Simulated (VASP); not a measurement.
Wanted: the native input for a VASP 6.6.1 run.

```yaml
Task: single point
Functional: PBE
Potentials_or_basis: VASP PAW PBE potentials, release 64 (Zr_sv, Ti_sv, C)
Cutoff: 520 eV
k_mesh: 6 × 6 × 2
Occupations: gaussian, width 0.1 eV
Spin: no spin polarisation
Dipole_correction: no
Further_INCAR_settings: ALGO = Normal; EDIFF = 1e-07; NBANDS = 42
```

The structure of ZrTi3C4 lies in POSCAR:

```
ZrTi3C4
1.0
    3.3979412100      0.0000000000      0.0000000000
    0.0000000000      3.3979412100      0.0000000000
    0.0000000000      0.0000000000      9.6108290900
Zr Ti C
1 3 4
Direct
    0.0000000000      0.0000000000      0.0000000000
    0.5000000000      0.5000000000      0.2500000000
    0.0000000000      0.0000000000      0.5000000000
    0.5000000000      0.5000000000      0.7500000000
    0.0000000000      0.0000000000      0.2500000000
    0.5000000000      0.5000000000      0.5000000000
    0.0000000000      0.0000000000      0.7500000000
    0.5000000000      0.5000000000      0.0000000000
```

These files were run (other wordings do the same):

INCAR

```
PREC = Accurate ; ENCUT = 520
EDIFF = 1E-7 ; ISMEAR = 0
SIGMA = 0.1 ; LREAL = F
LASPH = T ; NELM = 60
ALGO = Normal ; ISIF = 2
LWAVE = F ; LCHARG = F
GGA = PE ; NBANDS = 42
```

KPOINTS

```
Automatic mesh
0
Gamma
  6 6 2
```

Potentials or basis: VASP PAW PBE potentials, release 64 (Zr_sv, Ti_sv, C).

Run with:

```console
$ cat potpaw_PBE.64/Zr_sv/POTCAR potpaw_PBE.64/Ti_sv/POTCAR potpaw_PBE.64/C/POTCAR > POTCAR
$ mpirun -np 1 vasp_std > vasp.out
```

It gave:

- Pressure: -34.0 GPa
- Largest force: 0.518 eV/Å
- Band gap on the k mesh: zero (bands 32 and 33 overlap by 0.30 eV)

Caveat: the cell stands under tension.

Run time: 83 s on 1 thread of AMD EPYC 9R45 96-Core Processor (Zen 5) (shared host), peak memory 0.24 GiB.
